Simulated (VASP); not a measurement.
# LaH3: single point with r2SCAN

Crystal: LaH3.

```
La H
1.0
     3.94068    0.00000    0.00000
     1.97034    3.41273    0.00000
     1.97034    1.13758    3.21755
La H
1 3
Direct
  0.00000 0.00000 0.00000
  0.50000 0.50000 0.50000
  0.75000 0.75000 0.75000
  0.25000 0.25000 0.25000
```

| Property | Result |
| --- | --- |
| Program | VASP 6.6.1 |
| Task | single point |
| Functional | r2SCAN |
| Potentials or basis | VASP PAW PBE potentials, release 64 (La, H) |
| Cutoff | 520 eV |
| k mesh | 4 × 4 × 4 |
| Occupations | methfessel-paxton, width 0.1 eV |
| Spin | no spin polarisation |
| Dipole correction | no |
| Further INCAR settings | ALGO = Normal; EDIFF = 1e-06; NBANDS = 15 |

- Pressure: 0.0 GPa
- Band gap on the k mesh: 0.13 eV, indirect (least direct gap 0.26 eV)

Levels at points of the mesh, in eV from the valence-band top:
```
           k point  band 3  band 4  band 5  band 6  band 7  band 8  band 9  band 10  band 11  band 12
(0.00, 0.00, 0.00)  -17.70  -17.70   -8.60   -3.60    0.00    0.26    0.26     0.26     1.28     1.28
(0.50, 0.00, 0.00)  -17.82  -17.82   -6.60   -4.62   -2.64    0.13    0.13     1.40     1.40     1.77
(0.50, 0.50, 0.00)  -18.04  -18.04   -6.22   -5.87   -3.70    1.38    1.38     1.51     1.69     1.70
```

Wall time 51 s on 1 thread of Intel Xeon 6975P-C (shared host), peak memory 0.18 GiB.

Caveat: the k points lie up to 0.49 Å⁻¹ apart; the PAW data sets were made with another functional, which shifts forces and pressure a little; spin-orbit coupling is left out, which moves the levels of the heavy elements. A k mesh can miss the band edges.
